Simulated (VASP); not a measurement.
# P (Pa-3) in VASP: further runs

P is run at these levels: PBE; tasks: single point, relaxation of cell and atoms.

All numbers are computed with VASP 6.6.1; they aren't measurements. Logs are shortened: lines on timing, memory, paths and dates and some standing lists are left out, and cuts for length are marked.

**1. The cell of the first run**

It takes space group Pa-3 (No. 205, cubic). Conventional cell: a = 5.339 Å, b = 5.339 Å, c = 5.339 Å, α = 90.00°, β = 90.00°, γ = 90.00°. Within 1.4 Å of P (site symmetry 3) lie 1 P at 1.06 Å.

**2. Single point, PBE**

Input file INCAR:

```
PREC = Accurate
ENCUT = 520
EDIFF = 1E-7
ISMEAR = 0
SIGMA = 0.1
LREAL = F
LASPH = T
NELM = 60
ALGO = Normal
ISIF = 2
LWAVE = F
LCHARG = F
GGA = PE
NBANDS = 30
```

Input file KPOINTS:

```
Automatic mesh
0
Gamma
  4 4 4
```

Input file POSCAR:

```
P
1.0
    5.3394575200      0.0000000000      0.0000000000
    0.0000000000      5.3394575200      0.0000000000
    0.0000000000      0.0000000000      5.3394575200
P
8
Direct
    0.0573973200      0.0573973200      0.0573973200
    0.4426026800      0.9426026800      0.5573973200
    0.5573973200      0.4426026800      0.9426026800
    0.9426026800      0.5573973200      0.4426026800
    0.9426026800      0.9426026800      0.9426026800
    0.5573973200      0.0573973200      0.4426026800
    0.4426026800      0.5573973200      0.0573973200
    0.0573973200      0.4426026800      0.5573973200
```

Potentials or basis: VASP PAW PBE potentials, release 64 (P).

Launch:

```
$ cat potpaw_PBE.64/P/POTCAR > POTCAR
$ mpirun -np 1 vasp_std > vasp.out
```

OUTCAR:

```text
PREC = Accurate
   ENCUT = 520
   EDIFF = 1E-7
   ISMEAR = 0
   LREAL = F
   LASPH = T
   NELM = 60
   ISIF = 2
   GGA = PE

 ion  position               nearest neighbor table
   1  0.057  0.057  0.057-   5 1.06
   2  0.443  0.943  0.557-   6 1.06
   3  0.557  0.443  0.943-   7 1.06
   4  0.943  0.557  0.443-   8 1.06
   5  0.943  0.943  0.943-   1 1.06
   6  0.557  0.057  0.443-   2 1.06
   7  0.443  0.557  0.057-   3 1.06
   8  0.057  0.443  0.557-   4 1.06

 -----------------------------------------------------------------------------
|                                                                             |
|           W    W    AA    RRRRR   N    N  II  N    N   GGGG   !!!           |
|           W    W   A  A   R    R  NN   N  II  NN   N  G    G  !!!           |
|           W    W  A    A  R    R  N N  N  II  N N  N  G       !!!           |
|           W WW W  AAAAAA  RRRRR   N  N N  II  N  N N  G  GGG   !            |
|           WW  WW  A    A  R   R   N   NN  II  N   NN  G    G                |
|           W    W  A    A  R    R  N    N  II  N    N   GGGG   !!!           |
|                                                                             |
|     The distance between some ions is very small. Please check the          |
|     nearest-neighbor list in the OUTCAR file.                               |
|     I HOPE YOU KNOW WHAT YOU ARE DOING!                                     |
|                                                                             |
 -----------------------------------------------------------------------------

  LATTYP: Found a simple cubic cell.
 ALAT       =     5.3394575200

  Lattice vectors:

 A1 = (   5.3394575200,   0.0000000000,   0.0000000000)
 A2 = (   0.0000000000,   5.3394575200,   0.0000000000)
 A3 = (   0.0000000000,   0.0000000000,   5.3394575200)

Analysis of symmetry for initial positions (statically):
=====================================================================
 Subroutine PRICEL returns:
 Original cell was already a primitive cell.

 Routine SETGRP: Setting up the symmetry group for a
 simple cubic supercell.

 Subroutine GETGRP returns: Found 24 space group operations
 (whereof  6 operations were pure point group operations)
 out of a pool of 48 trial point group operations.

The static configuration has the point symmetry S_6 .
 The point group associated with its full space group is T_h .

Analysis of symmetry for dynamics (positions and initial velocities):
=====================================================================
 Subroutine PRICEL returns:
 Original cell was already a primitive cell.

 Routine SETGRP: Setting up the symmetry group for a
 simple cubic supercell.

 Subroutine GETGRP returns: Found 24 space group operations
 (whereof  6 operations were pure point group operations)
 out of a pool of 48 trial point group operations.

The dynamic configuration has the point symmetry S_6 .
 The point group associated with its full space group is T_h .

 Subroutine INISYM returns: Found 24 space group operations
 (whereof  6 operations are pure point group operations),
 and found     1 'primitive' translations

----------------------------------------------------------------------------------------

                                     Primitive cell

  volume of cell :     152.2269

  direct lattice vectors                    reciprocal lattice vectors
     5.339457520  0.000000000  0.000000000     0.187284944  0.000000000  0.000000000
     0.000000000  5.339457520  0.000000000     0.000000000  0.187284944  0.000000000
     0.000000000  0.000000000  5.339457520     0.000000000  0.000000000  0.187284944

  length of vectors
     5.339457520  5.339457520  5.339457520     0.187284944  0.187284944  0.187284944

  position of ions in fractional coordinates (direct lattice)
     0.057397320  0.057397320  0.057397320
     0.442602680  0.942602680  0.557397320
     0.557397320  0.442602680  0.942602680
     0.942602680  0.557397320  0.442602680
     0.942602680  0.942602680  0.942602680
     0.557397320  0.057397320  0.442602680
     0.442602680  0.557397320  0.057397320
     0.057397320  0.442602680  0.557397320

  ion indices of the primitive-cell ions
   primitive index   ion index
                 1           1
                 2           2
                 3           3
                 4           4
                 5           5
                 6           6
                 7           7
                 8           8

----------------------------------------------------------------------------------------

 KPOINTS: Automatic mesh

Automatic generation of k-mesh.
 Grid dimensions read from file:
 generate k-points for:    4    4    4

 Generating k-lattice:

  Cartesian coordinates                     Fractional coordinates (reciprocal lattice)
     0.046821236  0.000000000  0.000000000     0.250000000  0.000000000  0.000000000
     0.000000000  0.046821236  0.000000000     0.000000000  0.250000000  0.000000000
     0.000000000  0.000000000  0.046821236     0.000000000  0.000000000  0.250000000

  Length of vectors
     0.046821236  0.046821236  0.046821236

  Shift w.r.t. Gamma in fractional coordinates (k-lattice)
     0.000000000  0.000000000  0.000000000

 Subroutine IBZKPT returns following result:
 ===========================================

 Found     11 irreducible k-points:

 Following reciprocal coordinates:
            Coordinates               Weight
  0.000000  0.000000  0.000000      1.000000
  0.250000  0.000000  0.000000      6.000000
  0.500000  0.000000  0.000000      3.000000
  0.250000  0.250000  0.000000     12.000000
  0.500000  0.250000  0.000000      6.000000
 -0.250000  0.500000  0.000000      6.000000
  0.500000  0.500000  0.000000      3.000000
  0.250000  0.250000  0.250000      8.000000
  0.500000  0.250000  0.250000     12.000000
  0.500000  0.500000  0.250000      6.000000
  0.500000  0.500000  0.500000      1.000000
   k-points           NKPTS =     11   k-points in BZ     NKDIM =     11   number of bands    NBANDS=     30
   number of dos      NEDOS =    301   number of ions     NIONS =      8
   total plane-waves  NPLWV =  64000
   dimension x,y,z NGX =    40 NGY =   40 NGZ =   40
   dimension x,y,z NGXF=    80 NGYF=   80 NGZF=   80
   ions per type =               8
   NGX,Y,Z   is equivalent  to a cutoff of  12.45, 12.45, 12.45 a.u.
   NGXF,Y,Z  is equivalent  to a cutoff of  24.91, 24.91, 24.91 a.u.
 SYSTEM =  unknown system
   PREC   = accura    normal or accurate (medium, high low for compatibility)
   ISTART =      0    job   : 0-new  1-cont  2-samecut
   ICHARG =      2    charge: 1-file 2-atom 10-const
   ISPIN  =      1    spin polarized calculation?
   LNONCOLLINEAR =      F non collinear calculations
   LSORBIT =      F    spin-orbit coupling
   LASPH  =      T    aspherical Exc in radial PAW
   ENCUT  =  520.0 eV  38.22 Ry    6.18 a.u.   9.93  9.93  9.93*2*pi/ulx,y,z
   NELM   =     60;   NELMIN=  2; NELMDL= -5     # of ELM steps
   EDIFF  = 0.1E-06   stopping-criterion for ELM
   LREAL  =      F    real-space projection
   EDIFFG = 0.1E-05   stopping-criterion for IOM
   NSW    =      0    number of steps for IOM
   IBRION =     -1    ionic relax: 0-MD 1-quasi-New 2-CG
   NFREE  =      0    steps in history (QN), initial steepest desc. (CG)
   ISIF   =      2    stress and relaxation
   ISYM   =      2    0-nonsym 1-usesym 2-fastsym
   POTIM  = 0.5000    time-step for ionic-motion
   TEBEG  =    0.0;   TEEND  =   0.0 temperature during run
   PSTRESS=    0.0 pullay stress
   NELECT =      40.0000    total number of electrons
   NUPDOWN=      -1.0000    fix difference up-down
   EMIN   =  10.00;   EMAX   =-10.00  energy-range for DOS
   EFERMI =   0.00;   METHOD = LEGACY
   ISMEAR =     0;   SIGMA  =   0.10  broadening in eV -4-tet -1-fermi 0-gaus
   EFERMI_NEDOS =   21; number of points for ismear=-14 and -15
   IALGO  =     38    algorithm
   IMIX   =      4    mixing-type and parameters
     AMIX     =   0.40;   BMIX     =  1.00
     AMIX_MAG =   1.60;   BMIX_MAG =  1.00
  volume/ion in A,a.u.               =      19.03       128.41
  Fermi-wavevector in a.u.,A,eV,Ry     =   1.048571  1.981511 14.959611  1.099500
  Thomas-Fermi vector in A             =   2.183498
   LORBIT       =      0    0 simple, 1 ext, 2 COOP (PROOUT), +10 PAW based schemes
   GGA     = PE    functional components
   LHFCALC =     F    Hartree Fock is set to
   AEXX    =    0.0000 exact exchange contribution
   IVDW    =     0    specifies the selected vdW correction
   LEPSILON=     F    determine dielectric tensor
   LRPA    =     F    only Hartree local field effects (RPA)
 non-spin polarized calculation
 Gauss-broadening in eV      SIGMA  =   0.10
  energy-cutoff  :      520.00
  volume of cell :      152.23
 maximum number of plane-waves:      4130
   NGX = 19   NGY = 19   NGZ = 19

 number of electron      40.0000010 magnetization

 Free energy of the ion-electron system (eV)
  ---------------------------------------------------
  ext. energy  EPLUGINS =         0.00000000
  ---------------------------------------------------
  free energy    TOTEN  =       191.87297385 eV

  energy without entropy =      191.90238670  energy(sigma->0) =      191.88768027

 E-fermi :   6.5840     XC(G=0):  -9.3168

 val. band max:        6.5091666875   @ k =   0.5000   0.5000   0.0000
 cond. band min:       6.7277868361   @ k =   0.2500   0.0000   0.0000
 fundamental gap:      0.2186201486
 Fermi energy:         6.5839670459

 k-point     1 :       0.0000    0.0000    0.0000
  band No.  band energies     occupation
      1      -8.5696      2.00000
      2      -6.7165      2.00000
      3      -6.7165      2.00000
      4      -6.7165      2.00000
      5      -2.8716      2.00000
      6      -2.8716      2.00000
[... 22 lines left out ...]
     29      12.4185      0.00000
     30      12.4185      0.00000
[... 299 lines left out ...]
  band No.  band energies     occupation
      1      -7.2037      2.00000
      2      -7.2037      2.00000
      3      -7.2037      2.00000
      4      -7.2037      2.00000
      5      -3.1075      2.00000
      6      -3.1075      2.00000
[... 22 lines left out ...]
     29      11.4808      0.00000
     30      11.4808      0.00000

------------------------ aborting loop because EDIFF is reached ----------------------------------------

  FORCE on cell =-STRESS in cart. coord.  units (eV):
  Direction    XX          YY          ZZ          XY          YZ          ZX
  --------------------------------------------------------------------------------------
  -------------------------------------------------------------------------------------
  Total      341.0119451    341.0119451    341.0119451     -0.0000000     -0.0000000     -0.0000000
  in kB     3589.1265147   3589.1265147   3589.1265147     -0.0000000     -0.0000000     -0.0000000
  external PRESSURE =    3589.1265147 kB  Pullay stress =       0.0000000 kB

 VOLUME and BASIS-vectors are now :
 -----------------------------------------------------------------------------
  energy-cutoff  :      520.00
  volume of cell :      152.23
      direct lattice vectors                 reciprocal lattice vectors
     5.339457520  0.000000000  0.000000000     0.187284944  0.000000000  0.000000000
     0.000000000  5.339457520  0.000000000     0.000000000  0.187284944  0.000000000
     0.000000000  0.000000000  5.339457520     0.000000000  0.000000000  0.187284944

 POSITION                                       TOTAL-FORCE (eV/Angst)
 -----------------------------------------------------------------------------------
      0.30647      0.30647      0.30647       136.239017    136.239017    136.239017
      2.36326      5.03299      2.97620      -136.239017   -136.239017    136.239017
      2.97620      2.36326      5.03299       136.239017   -136.239017   -136.239017
      5.03299      2.97620      2.36326      -136.239017    136.239017   -136.239017
      5.03299      5.03299      5.03299      -136.239017   -136.239017   -136.239017
      2.97620      0.30647      2.36326       136.239017    136.239017   -136.239017
      2.36326      2.97620      0.30647      -136.239017    136.239017    136.239017
      0.30647      2.36326      2.97620       136.239017   -136.239017    136.239017
 -----------------------------------------------------------------------------------
    total drift:                                0.000000      0.000000     -0.000000

  FREE ENERGIE OF THE ION-ELECTRON SYSTEM (eV)
  ---------------------------------------------------
  free  energy   TOTEN  =       191.8729738451 eV

  energy  without entropy=      191.9023866957  energy(sigma->0) =      191.88768027
```

Wall time 41 s (1 thread of Intel Xeon Platinum 8375C at 2.90GHz (Ice Lake), shared host); peak memory 0.24 GiB.

What came out:

```
Free energy            : 191.8730 eV
Pressure               : 358.9 GPa
Largest force          : 235.973 eV/Å
Band gap on the k mesh : zero (bands 20 and 21 overlap by 0.72 eV)
```

Forces in eV/Å, atoms in the order of the input:
```
P    136.239  136.239  136.239
P   -136.239 -136.239  136.239
P    136.239 -136.239 -136.239
P   -136.239  136.239 -136.239
P   -136.239 -136.239 -136.239
P    136.239  136.239 -136.239
P   -136.239  136.239  136.239
P    136.239 -136.239  136.239
```

Caveat: atoms lie so close that the PAW spheres overlap strongly, which falsifies energies and pressures; the cell stands under pressure; this functional lacks dispersion, which holds the molecules together, so the pressure and a relaxed volume are unreliable; forces of over 1 eV/Å act on the atoms, so gaps and moduli don't describe the material at rest.

**3. Single point, PBE**

This run uses another cell than the first one, of 41.75 Å³/atom.

Input file INCAR:

```
SYSTEM = P
  ALGO = Normal
  EDIFF = 1E-7
  ENCUT = 520
  GGA = PE
  ISIF = 2
  ISMEAR = 0
  LASPH = .TRUE.
  LCHARG = .FALSE.
  LREAL = .FALSE.
  LWAVE = .FALSE.
  NBANDS = 30
  NELM = 60
  PREC = Accurate
  SIGMA = 0.1
```

Input file KPOINTS:

```
k-points
0
G
  4 4 4
  0 0 0
```

Input file POSCAR:

```
P
1.0
    6.9382533361      0.0000000000      0.0000000000
    0.0000000000      6.9382533361      0.0000000000
    0.0000000000      0.0000000000      6.9382533361
P
8
Direct
    0.0794516155      0.0794516155      0.0794516155
    0.4205483845      0.9205483845      0.5794516155
    0.5794516155      0.4205483845      0.9205483845
    0.9205483845      0.5794516155      0.4205483845
    0.9205483845      0.9205483845      0.9205483845
    0.5794516155      0.0794516155      0.4205483845
    0.4205483845      0.5794516155      0.0794516155
    0.0794516155      0.4205483845      0.5794516155
```

Potentials or basis: VASP PAW PBE potentials, release 64 (P).

Launch:

```
$ cat potpaw_PBE.64/P/POTCAR > POTCAR
$ mpirun -np 1 vasp_std > vasp.out
```

Run time: 1.8 min. Hardware: 1 thread of Intel Xeon Platinum 8375C at 2.90GHz (Ice Lake), shared host; peak memory 0.41 GiB.

The run converged. Its results:

| Quantity | Value |
| --- | --- |
| Free energy | -36.3113 eV |
| Pressure | 0.1 GPa |
| Largest force | 0.116 eV/Å |
| Band gap on the k mesh | 2.18 eV (least direct gap 2.32 eV) |

Forces in eV/Å, atoms in the order of the input:
```
P   -0.067 -0.067 -0.067
P    0.067  0.067 -0.067
P   -0.067  0.067  0.067
P    0.067 -0.067  0.067
P    0.067  0.067  0.067
P   -0.067 -0.067  0.067
P    0.067 -0.067 -0.067
P   -0.067  0.067 -0.067
```

Levels at points of the mesh, in eV from the valence-band top:
```tsv
k point	band 17	band 18	band 19	band 20	band 21	band 22	band 23	band 24
(0.00, 0.00, 0.00)	-0.59	-0.15	-0.15	-0.15	2.18	2.18	2.18	3.23
(0.50, 0.00, 0.00)	-0.26	-0.26	0.00	0.00	2.73	2.73	2.92	2.92
(0.50, 0.50, 0.00)	-0.21	-0.21	-0.21	-0.21	3.02	3.02	3.02	3.02
(0.50, 0.50, 0.50)	-0.13	-0.13	-0.13	-0.13	2.97	2.97	2.97	2.97
```

Caveat: this functional lacks dispersion, which holds the molecules together, so the pressure and a relaxed volume are unreliable. A k mesh can miss the band edges.

(Continued in part 2 of 2.)
